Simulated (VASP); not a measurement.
# NaInSe (P-6m2) in VASP: further runs

NaInSe is run at these levels: PBE; tasks: single point, relaxation of cell and atoms.

Program: VASP 6.6.1. These are calculated values, not measurements. Logs are shortened: lines on timing, memory, paths and dates and some standing lists are left out, and cuts for length are marked.

**1. The cell of the first run**

The structure is hexagonal, space group P-6m2 (No. 187). Conventional cell: a = 4.160 Å, b = 4.160 Å, c = 5.288 Å, α = 90.00°, β = 90.00°, γ = 120.00°. Na (site symmetry -6m2) has 2 In at 2.64 Å and 6 Se at 3.57 Å within 3.6 Å. In (site symmetry -6m2) has 3 Se at 2.40 Å and 2 Na at 2.64 Å within 3.2 Å. Se (site symmetry -6m2) has 3 In at 2.40 Å within 3.2 Å.

The cell was built from a structure type or drawn by symmetry, and may not be a known phase.

**2. Single point, PBE**

INCAR

```
SYSTEM = NaInSe
  PREC = Accurate
  ENCUT = 520
  EDIFF = 1E-6
  ISMEAR = 0
  SIGMA = 0.1
  LREAL = .False.
  LASPH = .True.
  NELM = 100
  ALGO = Normal
  ISIF = 2
  LWAVE = .False.
  LCHARG = .True.
  GGA = PE
  LELF = .True.
  LVHAR = .True.
  NBANDS = 20
```

KPOINTS

```
Automatic mesh
0
Gamma
  6 6 4
  0 0 0
```

POSCAR

```
NaInSe
1.0
    4.1602651500      0.0000000000      0.0000000000
   -2.0801325800      3.6028953100      0.0000000000
    0.0000000000      0.0000000000      5.2877439800
Na In Se
1 1 1
Direct
    0.0000000000      0.0000000000      0.5000000000
    0.0000000000      0.0000000000      0.0000000000
    0.6666666700      0.3333333300      0.0000000000
```

Potentials or basis: VASP PAW PBE potentials, release 64 (Na_pv, In_d, Se).

Launch:

```console
$ cat potpaw_PBE.64/Na_pv/POTCAR potpaw_PBE.64/In_d/POTCAR potpaw_PBE.64/Se/POTCAR > POTCAR
$ mpirun -np 1 vasp_std > vasp.out
```

OUTCAR:

```text
SYSTEM = NaInSe
   PREC = Accurate
   ENCUT = 520
   EDIFF = 1E-6
   ISMEAR = 0
   LREAL = .False.
   LASPH = .True.
   NELM = 100
   ISIF = 2
   GGA = PE

 ion  position               nearest neighbor table
   1  0.000  0.000  0.500-   2 2.64   2 2.64
   2  0.000  0.000  0.000-   3 2.40   3 2.40   3 2.40   1 2.64   1 2.64
   3  0.667  0.333  0.000-   2 2.40   2 2.40   2 2.40

  LATTYP: Found a hexagonal cell.
 ALAT       =     4.1602651500
 C/A-ratio  =     1.2710112912

  Lattice vectors:

 A1 = (   4.1602651500,   0.0000000000,   0.0000000000)
 A2 = (  -2.0801325800,   3.6028953100,   0.0000000000)
 A3 = (   0.0000000000,   0.0000000000,   5.2877439800)

Analysis of symmetry for initial positions (statically):
=====================================================================
 Subroutine PRICEL returns:
 Original cell was already a primitive cell.

 Routine SETGRP: Setting up the symmetry group for a
 hexagonal supercell.

 Subroutine GETGRP returns: Found 12 space group operations
 (whereof 12 operations were pure point group operations)
 out of a pool of 24 trial point group operations.

The static configuration has the point symmetry D_3h.

Analysis of symmetry for dynamics (positions and initial velocities):
=====================================================================
 Subroutine PRICEL returns:
 Original cell was already a primitive cell.

 Routine SETGRP: Setting up the symmetry group for a
 hexagonal supercell.

 Subroutine GETGRP returns: Found 12 space group operations
 (whereof 12 operations were pure point group operations)
 out of a pool of 24 trial point group operations.

The dynamic configuration has the point symmetry D_3h.

 Subroutine INISYM returns: Found 12 space group operations
 (whereof 12 operations are pure point group operations),
 and found     1 'primitive' translations

----------------------------------------------------------------------------------------

                                     Primitive cell

  volume of cell :      79.2580

  direct lattice vectors                    reciprocal lattice vectors
     4.160265150  0.000000000  0.000000000     0.240369295  0.138777277  0.000000000
    -2.080132580  3.602895310  0.000000000     0.000000000  0.277554554  0.000000000
     0.000000000  0.000000000  5.287743980     0.000000000  0.000000000  0.189116569

  length of vectors
     4.160265150  4.160265156  5.287743980     0.277554554  0.277554554  0.189116569

  position of ions in fractional coordinates (direct lattice)
[... 77 lines left out ...]
   EDIFF  = 0.1E-05   stopping-criterion for ELM
   LREAL  =      F    real-space projection
   EDIFFG = 0.1E-04   stopping-criterion for IOM
   NSW    =      0    number of steps for IOM
   IBRION =     -1    ionic relax: 0-MD 1-quasi-New 2-CG
   NFREE  =      0    steps in history (QN), initial steepest desc. (CG)
   ISIF   =      2    stress and relaxation
   ISYM   =      2    0-nonsym 1-usesym 2-fastsym
   POTIM  = 0.5000    time-step for ionic-motion
   TEBEG  =    0.0;   TEEND  =   0.0 temperature during run
   PSTRESS=    0.0 pullay stress
   NELECT =      26.0000    total number of electrons
   NUPDOWN=      -1.0000    fix difference up-down
   EMIN   =  10.00;   EMAX   =-10.00  energy-range for DOS
   EFERMI =   0.00;   METHOD = LEGACY
   ISMEAR =     0;   SIGMA  =   0.10  broadening in eV -4-tet -1-fermi 0-gaus
   EFERMI_NEDOS =   21; number of points for ismear=-14 and -15
   IALGO  =     38    algorithm
   IMIX   =      4    mixing-type and parameters
     AMIX     =   0.40;   BMIX     =  1.00
     AMIX_MAG =   1.60;   BMIX_MAG =  1.00
  volume/ion in A,a.u.               =      26.42       178.29
  Fermi-wavevector in a.u.,A,eV,Ry     =   1.129063  2.133620 17.344486  1.274784
  Thomas-Fermi vector in A             =   2.265755
   LORBIT       =      0    0 simple, 1 ext, 2 COOP (PROOUT), +10 PAW based schemes
   GGA     = PE    functional components
   LHFCALC =     F    Hartree Fock is set to
   AEXX    =    0.0000 exact exchange contribution
   IVDW    =     0    specifies the selected vdW correction
   LEPSILON=     F    determine dielectric tensor
   LRPA    =     F    only Hartree local field effects (RPA)
 non-spin polarized calculation
 Gauss-broadening in eV      SIGMA  =   0.10
  energy-cutoff  :      520.00
  volume of cell :       79.26
 maximum number of plane-waves:      2197
 NGX is ok and might be reduce to    32
   NGX = 15   NGY = 15   NGZ = 19

 number of electron      26.0000012 magnetization

 Free energy of the ion-electron system (eV)
  ---------------------------------------------------
  ext. energy  EPLUGINS =         0.00000000
  ---------------------------------------------------
  free energy    TOTEN  =        -5.50832951 eV

  energy without entropy =       -5.50212205  energy(sigma->0) =       -5.50522578

 E-fermi :   4.9362     XC(G=0):  -8.5553

 val. band max:        4.6346353953   @ k =   0.1667   0.1667   0.2500
 cond. band min:       4.9581488404   @ k =   0.1667   0.1667   0.5000
 fundamental gap:      0.3235134452
 Fermi energy:         4.9362193753

 k-point     1 :       0.0000    0.0000    0.0000
  band No.  band energies     occupation
      1     -20.4904      2.00000
      2     -20.4070      2.00000
      3     -20.4070      2.00000
      4     -11.9578      2.00000
      5     -11.2257      2.00000
      6     -11.2257      2.00000
[... 472 lines left out ...]
     19      12.1304      0.00000
     20      13.3698      0.00000

------------------------ aborting loop because EDIFF is reached ----------------------------------------

  FORCE on cell =-STRESS in cart. coord.  units (eV):
  Direction    XX          YY          ZZ          XY          YZ          ZX
  --------------------------------------------------------------------------------------
  -------------------------------------------------------------------------------------
  Total       12.0690325     12.0690325      7.0699203     -0.0000000     -0.0000000      0.0000000
  in kB      243.9719878    243.9719883    142.9163873     -0.0000003     -0.0000000      0.0000000
  external PRESSURE =     210.2867878 kB  Pullay stress =       0.0000000 kB

 VOLUME and BASIS-vectors are now :
 -----------------------------------------------------------------------------
  energy-cutoff  :      520.00
  volume of cell :       79.26
      direct lattice vectors                 reciprocal lattice vectors
     4.160265150  0.000000000  0.000000000     0.240369295  0.138777277  0.000000000
    -2.080132580  3.602895310  0.000000000     0.000000000  0.277554554  0.000000000
     0.000000000  0.000000000  5.287743980     0.000000000  0.000000000  0.189116569

 POSITION                                       TOTAL-FORCE (eV/Angst)
 -----------------------------------------------------------------------------------
      0.00000      0.00000      2.64387         0.000000     -0.000000      0.000000
      0.00000      0.00000      0.00000         0.000000      0.000000      0.000000
      2.08013      1.20097      0.00000        -0.000000      0.000000      0.000000
 -----------------------------------------------------------------------------------
    total drift:                               -0.000005      0.000003      0.000000

  FREE ENERGIE OF THE ION-ELECTRON SYSTEM (eV)
  ---------------------------------------------------
  free  energy   TOTEN  =        -5.5083295146 eV

  energy  without entropy=       -5.5021220450  energy(sigma->0) =       -5.50522578
```

Wall time 26 s (1 thread of Intel Xeon Platinum 8488C (Sapphire Rapids), shared host); peak memory 0.2 GiB.

Results:

| Property | Result |
| --- | --- |
| Free energy | -5.5083 eV |
| Pressure | 21.0 GPa |
| Band gap on the k mesh | zero (bands 13 and 14 overlap by 0.87 eV) |

Stress tensor (GPa, compression positive):
```
24.40  0.00  0.00
 0.00 24.40  0.00
 0.00  0.00 14.29
```

Levels at points of the mesh, in eV from the Fermi level:
```
           k point  band 9  band 10  band 11  band 12  band 13  band 14  band 15  band 16  band 17  band 18
(0.00, 0.00, 0.00)  -14.81    -5.12    -3.89    -3.89    -3.29     0.14     2.44     2.44     3.19     6.18
(0.50, 0.00, 0.00)  -14.02    -8.68    -5.33    -3.83    -0.95     0.16     1.84     2.33     5.75     6.33
(0.00, 0.00, 0.50)  -14.73    -5.89    -3.88    -3.88    -2.69     1.05     2.56     2.56     4.58     5.37
(0.50, 0.00, 0.50)  -14.01    -8.55    -5.31    -4.29    -1.25    -0.60     2.69     4.84     4.99     5.59
```

Caveat: the cell stands under pressure; spin-orbit coupling is left out, which moves the levels of the heavy elements.

**3. Single point, PBE**

This run uses another cell than the first one, of 42.68 Å³/atom.

INCAR

```
SYSTEM = NaInSe
ALGO = Normal
EDIFF = 1E-6
ENCUT = 520
GGA = PE
ISIF = 2
ISMEAR = 0
LASPH = .TRUE.
LCHARG = .TRUE.
LELF = .TRUE.
LREAL = .FALSE.
LVHAR = .TRUE.
LWAVE = .FALSE.
NBANDS = 20
NELM = 100
PREC = Accurate
SIGMA = 0.1
```

KPOINTS

```
k-points
0
G
  6 6 4
  0 0 0
```

POSCAR

```
NaInSe
1.0
    4.9368666072      0.0000000034      0.0000000000
   -2.4684333066      4.2754518952      0.0000000000
    0.0000000000      0.0000000000      6.0661502924
Na In Se
1 1 1
Direct
    0.0000000000      0.0000000000      0.5000000000
    0.0000000000      0.0000000000      0.0000000000
    0.6666666667      0.3333333333      0.0000000000
```

Potentials or basis: VASP PAW PBE potentials, release 64 (Na_pv, In_d, Se).

Launch:

```console
$ cat potpaw_PBE.64/Na_pv/POTCAR potpaw_PBE.64/In_d/POTCAR potpaw_PBE.64/Se/POTCAR > POTCAR
$ mpirun -np 1 vasp_std > vasp.out
```

It took 60 s on 1 thread of Intel Xeon Platinum 8488C (Sapphire Rapids), shared host; peak memory 0.27 GiB.

Results (log left out):

```
Free energy            : -7.6340 eV
Pressure               : 0.0 GPa
Band gap on the k mesh : zero (bands 13 and 14 overlap by 1.01 eV)
```

Levels at points of the mesh, in eV from the Fermi level:
```tsv
k point	band 11	band 12	band 13	band 14	band 15	band 16
(0.00, 0.00, 0.00)	-2.70	-2.37	-2.37	0.72	2.08	2.80
(0.50, 0.00, 0.00)	-2.99	-2.04	-0.68	0.74	2.02	2.47
(0.00, 0.00, 0.50)	-3.26	-2.36	-2.36	0.79	2.93	2.93
(0.50, 0.00, 0.50)	-2.97	-2.33	-0.49	-0.38	2.81	3.56
```

Caveat: spin-orbit coupling is left out, which moves the levels of the heavy elements.

(Continued in part 2 of 3.)
